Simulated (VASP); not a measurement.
Input of a VASP 6.6.1 run:

The input INCAR:

```
PREC = Accurate
ENCUT = 520
EDIFF = 1E-7
ISMEAR = 0
SIGMA = 0.15
LREAL = F
LASPH = T
NELM = 60
ALGO = Normal
ISIF = 2
LWAVE = F
LCHARG = F
GGA = PS
NBANDS = 16
```

File KPOINTS:

```
regular mesh
0
Gamma
  18 18 12
```

The input POSCAR:

```
Ir
1.0
    2.8339192314      0.0000000000      0.0000000000
   -1.4169596157      2.4542460467      0.0000000000
    0.0000000000      0.0000000000      4.3284213000
Ir
2
Direct
    0.6666666667      0.3333333333      0.7500000000
    0.3333333333      0.6666666667      0.2500000000
```

Potentials or basis: VASP PAW PBE potentials, release 64 (Ir).

Run with:

```bash
$ cat potpaw_PBE.64/Ir/POTCAR > POTCAR
$ mpirun -np 1 vasp_std > vasp.out
```

**Question.** Estimate the band gap on the k mesh.

**Answer.** Zero (band 9 reaches 10.10 eV, above the bottom of band 10 at 7.19 eV).

**Question.** What does it give for the pressure?

**Answer.** -18.7 GPa.

Stress tensor (GPa, compression positive):
```
-24.00   0.00   0.00
  0.00 -24.00   0.00
  0.00   0.00  -7.98
```

Caveat: the cell differs from its parent crystal (strain +0.030 along x and y, -0.030 along z); the PAW data sets were made with another functional, which shifts forces and pressure a little; spin-orbit coupling is left out, which moves the levels of the heavy elements.
